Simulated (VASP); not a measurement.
# Rb2GaIrC6N6 (Fm-3m) in VASP: single point with PBE

Aim: the single point of Rb2GaIrC6N6 with PBE.

Program: VASP 6.6.1. These are calculated values, not measurements. Logs are shortened: lines on timing, memory, paths and dates and some standing lists are left out, and cuts for length are marked.

## 1. The cell of the first run

Symmetry: Fm-3m, No. 225, cubic system. The conventional cell has a = 10.147 Å, b = 10.147 Å, c = 10.147 Å, α = 90.00°, β = 90.00°, γ = 90.00°. Within 4.8 Å of Rb (site symmetry -43m) lie 12 N at 3.63 Å and 12 C at 3.64 Å and 4 Ga at 4.39 Å and 4 Ir at 4.39 Å. Ga (site symmetry m-3m) has 6 C at 1.90 Å within 2.5 Å. Within 2.7 Å of Ir (site symmetry m-3m) lie 6 N at 2.01 Å. C (site symmetry 4mm) has 1 N at 1.17 Å within 1.6 Å. N (site symmetry 4mm) has 1 C at 1.17 Å within 1.6 Å.

## 2. Single point, PBE, collinear spin

The input, INCAR:

```
SYSTEM = Rb2GaIrC6N6
PREC     = Accurate       ! precision mode
ENCUT    = 520            ! plane-wave cutoff, eV
EDIFF    = 1E-6           ! SCF threshold, eV
ISMEAR   = 0              ! smearing method
SIGMA    = 0.1            ! smearing width, eV
LREAL    = Auto         
LASPH    = .TRUE.         ! aspherical terms in the spheres
NELM     = 150            ! most SCF steps
ALGO     = Normal         ! electronic algorithm
ISIF     = 2              ! what is computed and relaxed
LWAVE    = .FALSE.        ! write WAVECAR
LCHARG   = .FALSE.        ! write CHGCAR
ISPIN    = 2              ! spin polarisation
MAGMOM   = 0 0 0 1 0 0 0 0 0 0 0 0 0 0 0 0 ! initial moments
LORBIT   = 11             ! projections on sites
LMAXMIX  = 4              ! l up to which the mixer works
GGA      = PE             ! functional
NBANDS   = 65             ! bands
```

The input, KPOINTS:

```
regular mesh
0
G
  4 4 4
  0 0 0
```

The input, POSCAR:

```
Rb2GaIrC6N6
1.0
    0.0000000000      5.0735000000      5.0735000000
    5.0735000000      0.0000000000      5.0735000000
    5.0735000000      5.0735000000      0.0000000000
Rb Ga Ir C N
2 1 1 6 6
Direct
    0.2500000000      0.2500000000      0.2500000000
    0.7500000000      0.7500000000      0.7500000000
    0.0000000000      0.0000000000      0.0000000000
    0.5000000000      0.5000000000      0.5000000000
    0.8131467400      0.1868532600      0.1868532600
    0.1868532600      0.8131467400      0.1868532600
    0.1868532600      0.1868532600      0.8131467400
    0.1868532600      0.8131467400      0.8131467400
    0.8131467400      0.1868532600      0.8131467400
    0.8131467400      0.8131467400      0.1868532600
    0.6978417300      0.3021582700      0.3021582700
    0.3021582700      0.6978417300      0.3021582700
    0.3021582700      0.3021582700      0.6978417300
    0.3021582700      0.6978417300      0.6978417300
    0.6978417300      0.3021582700      0.6978417300
    0.6978417300      0.6978417300      0.3021582700
```

Potentials or basis: VASP PAW PBE potentials, release 64 (Rb_sv, Ga_d, Ir, C, N).

The run is started by

```
> cat potpaw_PBE.64/Rb_sv/POTCAR potpaw_PBE.64/Ga_d/POTCAR potpaw_PBE.64/Ir/POTCAR potpaw_PBE.64/C/POTCAR potpaw_PBE.64/N/POTCAR > POTCAR
> mpirun -np 1 vasp_std > vasp.out
```

OUTCAR:

```text
SYSTEM = Rb2GaIrC6N6
   PREC = Accurate
   ENCUT = 520
   EDIFF = 1E-6
   ISMEAR = 0
   LREAL = Auto
   LASPH = .TRUE.
   NELM = 150
   ISIF = 2
   ISPIN = 2
   LORBIT = 11
   GGA = PE

 ion  position               nearest neighbor table
   1  0.250  0.250  0.250-  11 3.63  12 3.63  13 3.63  13 3.63  14 3.63  15 3.63  12 3.63  14 3.63
                            16 3.63  11 3.63  15 3.63  16 3.63   5 3.64   9 3.64  10 3.64   6 3.64
   2  0.750  0.750  0.750-  12 3.63  13 3.63  14 3.63  11 3.63  13 3.63  15 3.63  11 3.63  12 3.63
                            16 3.63  14 3.63  15 3.63  16 3.63   8 3.64   9 3.64  10 3.64   5 3.64
   3  0.000  0.000  0.000-   5 1.90   6 1.90   7 1.90   8 1.90   9 1.90  10 1.90
   4  0.500  0.500  0.500-  11 2.01  12 2.01  13 2.01  14 2.01  15 2.01  16 2.01   1 4.39   1 4.39
                             1 4.39   2 4.39   1 4.39   2 4.39   2 4.39   2 4.39
   5  0.813  0.187  0.187-  11 1.17   3 1.90   1 3.64   2 3.64   2 3.64   1 3.64
   6  0.187  0.813  0.187-  12 1.17   3 1.90   1 3.64   2 3.64   2 3.64   1 3.64
   7  0.187  0.187  0.813-  13 1.17   3 1.90   1 3.64   2 3.64   2 3.64   1 3.64
   8  0.187  0.813  0.813-  14 1.17   3 1.90   2 3.64   2 3.64   1 3.64   1 3.64
   9  0.813  0.187  0.813-  15 1.17   3 1.90   2 3.64   2 3.64   1 3.64   1 3.64
  10  0.813  0.813  0.187-  16 1.17   3 1.90   2 3.64   2 3.64   1 3.64   1 3.64
  11  0.698  0.302  0.302-   5 1.17   4 2.01   1 3.63   1 3.63   2 3.63   2 3.63
  12  0.302  0.698  0.302-   6 1.17   4 2.01   1 3.63   1 3.63   2 3.63   2 3.63
  13  0.302  0.302  0.698-   7 1.17   4 2.01   1 3.63   1 3.63   2 3.63   2 3.63
  14  0.302  0.698  0.698-   8 1.17   4 2.01   2 3.63   1 3.63   1 3.63   2 3.63
  15  0.698  0.302  0.698-   9 1.17   4 2.01   2 3.63   1 3.63   1 3.63   2 3.63
  16  0.698  0.698  0.302-  10 1.17   4 2.01   2 3.63   1 3.63   1 3.63   2 3.63

  LATTYP: Found a face centered cubic cell.
 ALAT       =    10.1470000000

  Lattice vectors:

 A1 = (   0.0000000000,   5.0735000000,   5.0735000000)
 A2 = (   5.0735000000,   0.0000000000,   5.0735000000)
 A3 = (   5.0735000000,   5.0735000000,   0.0000000000)

Analysis of symmetry for initial positions (statically):
=====================================================================
 Subroutine PRICEL returns:
 Original cell was already a primitive cell.

 Routine SETGRP: Setting up the symmetry group for a
 face centered cubic supercell.

 Subroutine GETGRP returns: Found 48 space group operations
 (whereof 48 operations were pure point group operations)
 out of a pool of 48 trial point group operations.

The static configuration has the point symmetry O_h .

Analysis of symmetry for dynamics (positions and initial velocities):
=====================================================================
 Subroutine PRICEL returns:
 Original cell was already a primitive cell.

 Routine SETGRP: Setting up the symmetry group for a
 face centered cubic supercell.

 Subroutine GETGRP returns: Found 48 space group operations
 (whereof 48 operations were pure point group operations)
 out of a pool of 48 trial point group operations.

The dynamic configuration has the point symmetry O_h .

Analysis of structural, dynamic, and magnetic symmetry:
=====================================================================
 Subroutine PRICEL returns:
 Original cell was already a primitive cell.

 Routine SETGRP: Setting up the symmetry group for a
 face centered cubic supercell.

 Subroutine GETGRP returns: Found 48 space group operations
 (whereof 48 operations were pure point group operations)
 out of a pool of 48 trial point group operations.

The overall configuration has the point symmetry O_h .

 Subroutine INISYM returns: Found 48 space group operations
 (whereof 48 operations are pure point group operations),
 and found     1 'primitive' translations

----------------------------------------------------------------------------------------

                                     Primitive cell

  volume of cell :     261.1879

  direct lattice vectors                    reciprocal lattice vectors
     0.000000000  5.073500000  5.073500000    -0.098551296  0.098551296  0.098551296
     5.073500000  0.000000000  5.073500000     0.098551296 -0.098551296  0.098551296
     5.073500000  5.073500000  0.000000000     0.098551296  0.098551296 -0.098551296

  length of vectors
     7.175012509  7.175012509  7.175012509     0.170695852  0.170695852  0.170695852

  position of ions in fractional coordinates (direct lattice)
     0.250000000  0.250000000  0.250000000
     0.750000000  0.750000000  0.750000000
     0.000000000  0.000000000  0.000000000
     0.500000000  0.500000000  0.500000000
     0.813146740  0.186853260  0.186853260
     0.186853260  0.813146740  0.186853260
[... 59 lines left out ...]
  0.250000  0.000000  0.000000      8.000000
  0.500000  0.000000  0.000000      4.000000
  0.250000  0.250000  0.000000      6.000000
  0.500000  0.250000  0.000000     24.000000
 -0.250000  0.250000  0.000000     12.000000
  0.500000  0.500000  0.000000      3.000000
 -0.250000  0.500000  0.250000      6.000000
   k-points           NKPTS =      8   k-points in BZ     NKDIM =      8   number of bands    NBANDS=     65
   number of dos      NEDOS =    301   number of ions     NIONS =     16
   total plane-waves  NPLWV = 157464
   dimension x,y,z NGX =    54 NGY =   54 NGZ =   54
   dimension x,y,z NGXF=   108 NGYF=  108 NGZF=  108
   ions per type =               2   1   1   6   6
   NGX,Y,Z   is equivalent  to a cutoff of  12.51, 12.51, 12.51 a.u.
   NGXF,Y,Z  is equivalent  to a cutoff of  25.02, 25.02, 25.02 a.u.
 SYSTEM =  Rb2GaIrC6N6
   PREC   = accura    normal or accurate (medium, high low for compatibility)
   ISTART =      0    job   : 0-new  1-cont  2-samecut
   ICHARG =      2    charge: 1-file 2-atom 10-const
   ISPIN  =      2    spin polarized calculation?
   LNONCOLLINEAR =      F non collinear calculations
   LSORBIT =      F    spin-orbit coupling
   LASPH  =      T    aspherical Exc in radial PAW
   ENCUT  =  520.0 eV  38.22 Ry    6.18 a.u.  13.34 13.34 13.34*2*pi/ulx,y,z
   NELM   =    150;   NELMIN=  2; NELMDL= -5     # of ELM steps
   EDIFF  = 0.1E-05   stopping-criterion for ELM
   LREAL  =      T    real-space projection
   EDIFFG = 0.1E-04   stopping-criterion for IOM
   NSW    =      0    number of steps for IOM
   IBRION =     -1    ionic relax: 0-MD 1-quasi-New 2-CG
   NFREE  =      0    steps in history (QN), initial steepest desc. (CG)
   ISIF   =      2    stress and relaxation
   ISYM   =      2    0-nonsym 1-usesym 2-fastsym
   POTIM  = 0.5000    time-step for ionic-motion
   TEBEG  =    0.0;   TEEND  =   0.0 temperature during run
   PSTRESS=    0.0 pullay stress
   NELECT =      94.0000    total number of electrons
   NUPDOWN=      -1.0000    fix difference up-down
   EMIN   =  10.00;   EMAX   =-10.00  energy-range for DOS
   EFERMI =   0.00;   METHOD = LEGACY
   ISMEAR =     0;   SIGMA  =   0.10  broadening in eV -4-tet -1-fermi 0-gaus
   EFERMI_NEDOS =   21; number of points for ismear=-14 and -15
   IALGO  =     38    algorithm
   IMIX   =      4    mixing-type and parameters
     AMIX     =   0.40;   BMIX     =  1.00
     AMIX_MAG =   1.60;   BMIX_MAG =  1.00
  volume/ion in A,a.u.               =      16.32       110.16
  Fermi-wavevector in a.u.,A,eV,Ry     =   1.164483  2.200554 18.449778  1.356020
  Thomas-Fermi vector in A             =   2.301020
   LORBIT       =     11    0 simple, 1 ext, 2 COOP (PROOUT), +10 PAW based schemes
   GGA     = PE    functional components
   LHFCALC =     F    Hartree Fock is set to
   AEXX    =    0.0000 exact exchange contribution
   IVDW    =     0    specifies the selected vdW correction
   LEPSILON=     F    determine dielectric tensor
   LRPA    =     F    only Hartree local field effects (RPA)
 spin polarized calculation
 Gauss-broadening in eV      SIGMA  =   0.10
  energy-cutoff  :      520.00
  volume of cell :      261.19
 maximum number of plane-waves:      7060
 NGX is ok and might be reduce to    54
   NGX = 27   NGY = 27   NGZ = 27

 number of electron      93.9999998 magnetization       0.0186970

 Free energy of the ion-electron system (eV)
  ---------------------------------------------------
  ext. energy  EPLUGINS =         0.00000000
  ---------------------------------------------------
  free energy    TOTEN  =      -110.87739674 eV

  energy without entropy =     -110.81758948  energy(sigma->0) =     -110.84749311

 E-fermi :   4.5469     XC(G=0):  -8.7071

 val. band max:        4.5439242903   @ k =  -0.2500   0.2500   0.0000
 cond. band min:       4.5471134315   @ k =  -0.2500   0.2500   0.0000
 fundamental gap:      0.0031891413
 Fermi energy:         4.5469316833

 spin component 1

 k-point     1 :       0.0000    0.0000    0.0000
  band No.  band energies     occupation
      1     -25.1608      1.00000
      2     -25.1566      1.00000
      3     -16.7329      1.00000
      4     -16.3248      1.00000
      5     -16.3247      1.00000
      6     -16.3247      1.00000
[... 485 lines left out ...]
     58       6.9232      0.00000
     59       6.9232      0.00000
 Fermi energy:         4.5469316833

 spin component 2

 k-point     1 :       0.0000    0.0000    0.0000
  band No.  band energies     occupation
      1     -25.1608      1.00000
      2     -25.1565      1.00000
      3     -16.7315      1.00000
      4     -16.3235      1.00000
      5     -16.3235      1.00000
      6     -16.3235      1.00000
[... 485 lines left out ...]
     58       6.9244      0.00000
     59       6.9244      0.00000
 [bands above 59 left out]

------------------------ aborting loop because EDIFF is reached ----------------------------------------

  FORCE on cell =-STRESS in cart. coord.  units (eV):
  Direction    XX          YY          ZZ          XY          YZ          ZX
  --------------------------------------------------------------------------------------
  -------------------------------------------------------------------------------------
  Total       19.6313884     19.6313884     19.6313884     -0.0000000      0.0000000      0.0000000
  in kB      120.4227689    120.4227689    120.4227689     -0.0000000      0.0000000      0.0000000
  external PRESSURE =     120.4227689 kB  Pullay stress =       0.0000000 kB

 VOLUME and BASIS-vectors are now :
 -----------------------------------------------------------------------------
  energy-cutoff  :      520.00
  volume of cell :      261.19
      direct lattice vectors                 reciprocal lattice vectors
     0.000000000  5.073500000  5.073500000    -0.098551296  0.098551296  0.098551296
     5.073500000  0.000000000  5.073500000     0.098551296 -0.098551296  0.098551296
     5.073500000  5.073500000  0.000000000     0.098551296  0.098551296 -0.098551296

 POSITION                                       TOTAL-FORCE (eV/Angst)
 -----------------------------------------------------------------------------------
      2.53675      2.53675      2.53675         0.000000     -0.000000     -0.000000
      7.61025      7.61025      7.61025        -0.000000      0.000000      0.000000
      0.00000      0.00000      0.00000         0.000000      0.000000     -0.000000
      5.07350      5.07350      5.07350         0.000000     -0.000000      0.000000
      1.89600      5.07350      5.07350         0.876722      0.000000      0.000000
      5.07350      1.89600      5.07350         0.000000      0.876722      0.000000
[... 8 lines left out ...]
      5.07350      7.08100      5.07350         0.000000     -3.187193      0.000000
      5.07350      5.07350      7.08100         0.000000      0.000000     -3.187193
 -----------------------------------------------------------------------------------
    total drift:                                0.000000      0.000000      0.000000

  FREE ENERGIE OF THE ION-ELECTRON SYSTEM (eV)
  ---------------------------------------------------
  free  energy   TOTEN  =      -110.8773967432 eV

  energy  without entropy=     -110.8175894771  energy(sigma->0) =     -110.84749311

 total charge

# of ion       s       p       d       tot
------------------------------------------
    1        1.932   5.353   0.012   7.297
    2        1.932   5.353   0.012   7.297
    3        0.745   1.223  10.538  12.506
    4        0.624   0.943   6.940   8.507
    5        0.976   1.663   0.000   2.639
    6        0.976   1.663   0.000   2.639
[... 8 lines left out ...]
   15        1.284   2.647   0.000   3.930
   16        1.284   2.647   0.000   3.930
--------------------------------------------------
tot         18.793  38.729  17.501  75.024

 magnetization (x)

# of ion       s       p       d       tot
------------------------------------------
    1        0.000   0.000   0.000   0.000
    2        0.000   0.000   0.000   0.000
    3       -0.000  -0.000   0.001   0.001
    4       -0.000   0.000   0.000   0.000
    5        0.000   0.000   0.000   0.000
    6        0.000   0.000   0.000   0.000
[... 8 lines left out ...]
   15        0.000   0.001   0.000   0.001
   16        0.000   0.001   0.000   0.001
--------------------------------------------------
tot          0.000   0.008   0.001   0.010
```

Run time: 26 min. Hardware: 1 thread of Intel Xeon 8259CL, shared host; peak memory 0.63 GiB.

What came out:

* Free energy: -110.8774 eV
* Pressure: 12.0 GPa
* Largest force: 3.187 eV/Å
* Band gap on the k mesh: zero (filled and empty bands overlap)
* Net moment: 0.02 μB per cell
* Valence electrons inside the program's atomic spheres: Rb 7.30; Ga 12.51; Ir 8.51; C 2.64; N 3.93

Forces on the atoms (eV/Å):
```
Rb   0.000  0.000  0.000
Rb   0.000  0.000  0.000
Ga   0.000  0.000  0.000
Ir   0.000  0.000  0.000
C    0.877  0.000  0.000
C    0.000  0.877  0.000
C    0.000  0.000  0.877
C   -0.877  0.000  0.000
C    0.000 -0.877  0.000
C    0.000  0.000 -0.877
N    3.187  0.000  0.000
N    0.000  3.187  0.000
N    0.000  0.000  3.187
N   -3.187  0.000  0.000
N    0.000 -3.187  0.000
N    0.000  0.000 -3.187
```

Caveat: the cell stands under pressure; spin-orbit coupling is left out, which moves the levels of the heavy elements; forces of over 1 eV/Å act on the atoms, so gaps and moduli don't describe the material at rest.
